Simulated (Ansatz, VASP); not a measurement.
# Se in VASP and in Ansatz

File INCAR:

```
SYSTEM = Se
  PREC = Accurate
  ENCUT = 520
  EDIFF = 1E-7
  ISMEAR = -1
  SIGMA = 0.03
  LREAL = .FALSE.
  LASPH = .TRUE.
  NELM = 80
  ALGO = Normal
  ISIF = 2
  LWAVE = .FALSE.
  LCHARG = .TRUE.
  GGA = PS
  LELF = .TRUE.
  LVHAR = .TRUE.
  NBANDS = 16
```

KPOINTS

```
Automatic mesh
0
G
  6 6 5
  0 0 0
```

File POSCAR:

```
Se
1.0
    4.4236565372      0.0000000000      0.0000000000
   -2.2118282686      3.8309989389      0.0000000000
    0.0000000000      0.0000000000      5.0187864228
Se
3
Direct
    0.2254000000      0.0000000000      0.3333333333
    0.0000000000      0.2254000000      0.6666666667
    0.7746000000      0.7746000000      0.0000000000
```

Input for Ansatz:

```yaml
crystal:
  lattice:
    - [4.4236565372, 0.0, 0.0]
    - [-2.2118282686, 3.8309989389, 0.0]
    - [0.0, 0.0, 5.0187864228]
  atoms:
    - { symbol: Se, position: [0.2254, 0.0, 0.3333333333] }
    - { symbol: Se, position: [0.0, 0.2254, 0.6666666667] }
    - { symbol: Se, position: [0.7746, 0.7746, 0.0] }
kpoints:
  mp_grid: { grid: [6, 6, 5] }
  band_path:
    path:
      - [0.0, 0.0, 0.0]
      - [0.5, 0.0, 0.0]
      - [0.3333333333, 0.3333333333, 0.0]
      - [0.0, 0.0, 0.0]
      - [0.0, 0.0, 0.5]
      - [0.5, 0.0, 0.5]
      - [0.3333333333, 0.3333333333, 0.5]
      - [0.0, 0.0, 0.5]
      - [0.5, 0.0, 0.5]
    npoints: 5
scf:
  occupations: { method: fermi_dirac, width: 0.03 }
hamiltonian:
  xc: pbesol
  pseudopotentials: { kind: all_electron, lapw: { basis_error: 0.001 } }
output:
  forces: true
  stress: true
  eigenvalues: true
```

Change from the starting cell: volume scaled by 1.04.

Alike in both runs: task single point; functional PBEsol; k mesh 6 × 6 × 5; occupations fermi-dirac, width 0.03 eV; no spin polarisation.

|  | VASP | Ansatz |
| --- | --- | --- |
| version | VASP 6.6.1 | Ansatz 0.2.0 |
| potentials or method | VASP PAW PBE potentials, release 64 (Se), cutoff 520 eV | all-electron LAPW, scalar-relativistic |

VASP gave:

| Item | Value |
| --- | --- |
| gap on the k mesh at the Fermi level (eV) | 1.25 |
| pressure (GPa) | -1.7 |
| traceless stress, the component that is largest in VASP (GPa) | 0.19 |
| rms of the force components (eV/Å) | 0.037 |

Task: Which values does Ansatz return?

Result: gap on the k mesh at the Fermi level (eV): 1.26; pressure (GPa): -1.9; traceless stress, the component that is largest in VASP (GPa): 0.12; rms of the force components (eV/Å): 0.062.

VASP's potentials were made for PBE, not for PBEsol. Atom by atom the forces differ by 0.025 eV/Å (rms over components). Ansatz ran all-electron here, and VASP with PAW potentials.
